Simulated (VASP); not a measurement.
# In (Fm-3m) in VASP: further runs, part 2 of 2

VASP 6.6.1. Earlier steps stand in the parts before.

## 4. Relaxation of cell and atoms, PBE

This run uses another cell than the first one, of 26.14 Å³/atom.

The input, INCAR:

```
  ALGO = Normal
  EDIFF = 1E-7
  EDIFFG = -0.01
  ENCUT = 600
  GGA = PE
  IBRION = 2
  ISIF = 3
  ISMEAR = -1
  LASPH = T
  LCHARG = F
  LREAL = F
  LWAVE = F
  NELM = 80
  NSW = 80
  PREC = Accurate
  SIGMA = 0.1
```

The input, KPOINTS:

```
k-points
0
Gamma
  12 12 12
```

The input, POSCAR:

```
In
1.0
    0.0000000000      2.3556547913      2.3556547913
    2.3556547913      0.0000000000      2.3556547913
    2.3556547913      2.3556547913      0.0000000000
In
1
Direct
    0.0000000000      0.0000000000      0.0000000000
```

Potentials or basis: VASP PAW PBE potentials, release 64 (In_d).

Command:

```bash
cat potpaw_PBE.64/In_d/POTCAR > POTCAR
mpirun -np 1 vasp_std > vasp.out
```

OUTCAR:

```text
EDIFF = 1E-7
   EDIFFG = -0.01
   ENCUT = 600
   GGA = PE
   IBRION = 2
   ISIF = 3
   ISMEAR = -1
   LASPH = T
   LREAL = F
   NELM = 80
   NSW = 80
   PREC = Accurate

 ion  position               nearest neighbor table
   1  0.000  0.000  0.000-

  LATTYP: Found a face centered cubic cell.
 ALAT       =     4.7113095826

  Lattice vectors:

 A1 = (   0.0000000000,   2.3556547913,   2.3556547913)
 A2 = (   2.3556547913,   0.0000000000,   2.3556547913)
 A3 = (   2.3556547913,   2.3556547913,   0.0000000000)

Analysis of symmetry for initial positions (statically):
=====================================================================
 Subroutine PRICEL returns:
 Original cell was already a primitive cell.

 Routine SETGRP: Setting up the symmetry group for a
 face centered cubic supercell.

 Subroutine GETGRP returns: Found 48 space group operations
 (whereof 48 operations were pure point group operations)
 out of a pool of 48 trial point group operations.

The static configuration has the point symmetry O_h .

Analysis of symmetry for dynamics (positions and initial velocities):
=====================================================================
 Subroutine PRICEL returns:
 Original cell was already a primitive cell.

 Routine SETGRP: Setting up the symmetry group for a
 face centered cubic supercell.

 Subroutine GETGRP returns: Found 48 space group operations
 (whereof 48 operations were pure point group operations)
 out of a pool of 48 trial point group operations.

The dynamic configuration has the point symmetry O_h .

 Subroutine INISYM returns: Found 48 space group operations
 (whereof 48 operations are pure point group operations),
 and found     1 'primitive' translations

----------------------------------------------------------------------------------------

                                     Primitive cell
[... 126 lines left out ...]

--------------------------------------- Ionic step        1  -------------------------------------------

 number of electron      13.0000004 magnetization

 Free energy of the ion-electron system (eV)
  ---------------------------------------------------
  ext. energy  EPLUGINS =         0.00000000
  ---------------------------------------------------
  free energy    TOTEN  =        -2.55858426 eV

  energy without entropy =       -2.54234830  energy(sigma->0) =       -2.55046628

------------------------ aborting loop because EDIFF is reached ----------------------------------------

  FORCE on cell =-STRESS in cart. coord.  units (eV):
  Direction    XX          YY          ZZ          XY          YZ          ZX
  --------------------------------------------------------------------------------------
  -------------------------------------------------------------------------------------
  Total        0.3238298      0.3238298      0.3238298     -0.0000000     -0.0000000      0.0000000
  in kB       19.8455181     19.8455181     19.8455181     -0.0000000     -0.0000000      0.0000000
  external PRESSURE =      19.8455181 kB  Pullay stress =       0.0000000 kB
[... 57 lines left out ...]
--------------------------------------- Ionic step        3  -------------------------------------------

 number of electron      12.9999997 magnetization

 Free energy of the ion-electron system (eV)
  ---------------------------------------------------
  ext. energy  EPLUGINS =         0.00000000
  ---------------------------------------------------
  free energy    TOTEN  =        -2.56637510 eV

  energy without entropy =       -2.54965869  energy(sigma->0) =       -2.55801689

 E-fermi :   6.9717     XC(G=0): -10.0270

 val. band max:        6.9392486397   @ k =  -0.2500   0.5000   0.2500
 cond. band min:       7.0330204333   @ k =  -0.2500   0.4167   0.1667
 fundamental gap:      0.0937717936
 Fermi energy:         6.9717222687

 k-point     1 :       0.0000    0.0000    0.0000
  band No.  band energies     occupation
      1      -7.6039      2.00000
      2      -7.6039      2.00000
      3      -7.6039      2.00000
      4      -7.4541      2.00000
      5      -7.4541      2.00000
      6      -2.2314      2.00000
      7      17.1270      0.00000
      8      17.1270      0.00000
      9      17.1270      0.00000
     10      18.4012      0.00000
[... 287 lines left out ...]
 k-point    24 :      -0.4167    0.1667    0.0000
  band No.  band energies     occupation
      1      -7.6361      2.00000
      2      -7.5795      2.00000
      3      -7.5322      2.00000
      4      -7.3783      2.00000
      5      -7.3354      2.00000
      6       2.9090      2.00000
      7       4.6672      2.00000
      8      11.3613      0.00000
      9      13.9408      0.00000
     10      16.2145      0.00000

 [... further k-points ...]

------------------------ aborting loop because EDIFF is reached ----------------------------------------

  FORCE on cell =-STRESS in cart. coord.  units (eV):
  Direction    XX          YY          ZZ          XY          YZ          ZX
  --------------------------------------------------------------------------------------
  -------------------------------------------------------------------------------------
  Total        0.0010181      0.0010181      0.0010181     -0.0000000     -0.0000000     -0.0000000
  in kB        0.0594106      0.0594106      0.0594106     -0.0000000     -0.0000000     -0.0000000
  external PRESSURE =       0.0594106 kB  Pullay stress =       0.0000000 kB
[... 16 lines left out ...]
  FREE ENERGIE OF THE ION-ELECTRON SYSTEM (eV)
  ---------------------------------------------------
  free  energy   TOTEN  =        -2.5663750959 eV

  energy  without entropy=       -2.5496586893  energy(sigma->0) =       -2.55801689

 reached required accuracy - stopping structural energy minimisation
```

CONTCAR:

```text
In
   1.00000000000000
    -0.0000000000000000    2.3944411998736812    2.3944411998736812
     2.3944411998736812    0.0000000000000000    2.3944411998736812
     2.3944411998736812    2.3944411998736812    0.0000000000000000
  In
     1
Direct
     0.0000000000000000    0.0000000000000000    0.0000000000000000

  0.00000000E+00  0.00000000E+00  0.00000000E+00
```

Run time: 70 s. Hardware: 1 thread of Intel Xeon 8259CL, shared host; peak memory 0.18 GiB.

What came out:

- Free energy: -2.5664 eV
- Relaxed volume: 27.46 Å³/atom
- Relaxed cell: a = 3.386 Å, b = 3.386 Å, c = 3.386 Å, α = 60.00°, β = 60.00°, γ = 60.00°
- Space group after relaxing (to 0.1 Å): Fm-3m (No. 225)
- Energy gained by relaxing: 7.8 meV/atom
- Ionic steps: 3
- Pressure after relaxing: 0.0 GPa
- Band gap on the k mesh: zero (an odd number of electrons rules out a gap without spin polarisation)

Step by step:
| step | energy change (eV) | largest force (eV/Å) | pressure (GPa) | volume (Å³) |
| --- | --- | --- | --- | --- |
| 1 | 0.0000 | 0.0000 | 1.98 | 26.14 |
| 2 | -0.0078 | 0.0000 | 0.09 | 27.39 |
| 3 | -0.0078 | 0.0000 | 0.01 | 27.46 |

Final structure:
```xyz
1
Lattice="0.0000 2.3944 2.3944 2.3944 0.0000 2.3944 2.3944 2.3944 0.0000" Properties=species:S:1:pos:R:3 pbc="T T T"
In    0.0000    0.0000    0.0000
```

Caveat: spin-orbit coupling is left out, which moves the levels of the heavy elements.

## 5. Single point, PBE (25.25 Å³/atom)

This run uses another cell than the first one, of 25.25 Å³/atom.

The input, INCAR:

```
SYSTEM = In
ALGO = Normal ; EDIFF = 1E-6
ENCUT = 520 ; GGA = PE
ISIF = 2 ; ISMEAR = -1
LASPH = .True. ; LCHARG = .False.
LREAL = .False. ; LWAVE = .False.
NBANDS = 12 ; NELM = 60
PREC = Accurate ; SIGMA = 0.1
```

The input, KPOINTS:

```
k-points
0
Gamma
  19 19 19
  0 0 0
```

The input, POSCAR:

```
In
1.0
    0.0000000000      2.3286497890      2.3286497890
    2.3286497890      0.0000000000      2.3286497890
    2.3286497890      2.3286497890      0.0000000000
In
1
Direct
    0.0000000000      0.0000000000      0.0000000000
```

Potentials or basis: VASP PAW PBE potentials, release 64 (In_d).

Command:

```bash
cat potpaw_PBE.64/In_d/POTCAR > POTCAR
mpirun -np 1 vasp_std > vasp.out
```

OUTCAR:

```text
SYSTEM = In
   EDIFF = 1E-6
   ENCUT = 520
   GGA = PE
   ISIF = 2
   ISMEAR = -1
   LASPH = .True.
   LREAL = .False.
   NELM = 60
   PREC = Accurate

 ion  position               nearest neighbor table
   1  0.000  0.000  0.000-

  LATTYP: Found a face centered cubic cell.
 ALAT       =     4.6572995780

  Lattice vectors:

 A1 = (   0.0000000000,   2.3286497890,   2.3286497890)
 A2 = (   2.3286497890,   0.0000000000,   2.3286497890)
[... 538 lines left out ...]
     12      21.4961      0.00000

 [... further k-points ...]

------------------------ aborting loop because EDIFF is reached ----------------------------------------

  FORCE on cell =-STRESS in cart. coord.  units (eV):
  Direction    XX          YY          ZZ          XY          YZ          ZX
  --------------------------------------------------------------------------------------
  -------------------------------------------------------------------------------------
  Total        0.5866346      0.5866346      0.5866346     -0.0000000     -0.0000000      0.0000000
  in kB       37.2165173     37.2165173     37.2165173     -0.0000000     -0.0000000      0.0000000
  external PRESSURE =      37.2165173 kB  Pullay stress =       0.0000000 kB

 VOLUME and BASIS-vectors are now :
 -----------------------------------------------------------------------------
  energy-cutoff  :      520.00
  volume of cell :       25.25
      direct lattice vectors                 reciprocal lattice vectors
     0.000000000  2.328649789  2.328649789    -0.214716701  0.214716701  0.214716701
     2.328649789  0.000000000  2.328649789     0.214716701 -0.214716701  0.214716701
     2.328649789  2.328649789  0.000000000     0.214716701  0.214716701 -0.214716701

 POSITION                                       TOTAL-FORCE (eV/Angst)
 -----------------------------------------------------------------------------------
      0.00000      0.00000      0.00000         0.000000     -0.000000      0.000000
 -----------------------------------------------------------------------------------
    total drift:                               -0.000000      0.000000     -0.000000

  FREE ENERGIE OF THE ION-ELECTRON SYSTEM (eV)
  ---------------------------------------------------
  free  energy   TOTEN  =        -2.5431880491 eV

  energy  without entropy=       -2.5288996908  energy(sigma->0) =       -2.53604387
```

stdout:

```text
POSCAR found type information on POSCAR In
 POSCAR found :  1 types and       1 ions
 scaLAPACK will be used
 LDA part: xc-table for (Slater+PW92), standard interpolation
 POSCAR, INCAR and KPOINTS ok, starting setup
 FFT: planning ... GRIDC
 FFT: planning ... GRID_SOFT
 FFT: planning ... GRID
 WAVECAR not read
 entering main loop
```

Run time: 50 s. Hardware: 1 thread of Intel Xeon 8259CL, shared host; peak memory 0.18 GiB.

Results:

- Free energy: -2.5432 eV
- Pressure: 3.7 GPa
- Band gap on the k mesh: zero (an odd number of electrons rules out a gap without spin polarisation)

Caveat: the cell stands under pressure; spin-orbit coupling is left out, which moves the levels of the heavy elements.

## 6. The runs side by side

| task | cell | k mesh | cutoff (eV) | gap on the mesh (eV) | pressure (GPa) |
| --- | --- | --- | --- | --- | --- |
| single point | a = 3.386 Å, angles 60.0°, 1 atom | 12 × 12 × 12 | 520 | none | 0.0 |
| single point | a = 3.245 Å, angles 60.0°, 1 atom | 19 × 19 × 19 | 520 | none | 6.4 |
| relaxation of cell and atoms | relaxed from a = 3.331 Å, angles 60.0°, 1 atom | 12 × 12 × 12 | 600 | none | 0.0 |
| single point | a = 3.293 Å, angles 60.0°, 1 atom | 19 × 19 × 19 | 520 | none | 3.7 |

Alike in all rows: level PBE; potentials or basis VASP PAW PBE potentials, release 64 (In_d); no spin polarisation; smearing fermi-dirac 0.1 eV.

Caveats: spin-orbit coupling is left out, which moves the levels of the heavy elements; the cell stands under pressure (at least some runs).

Total energies depend on the potentials used, so only differences within one code and one set of settings carry meaning.
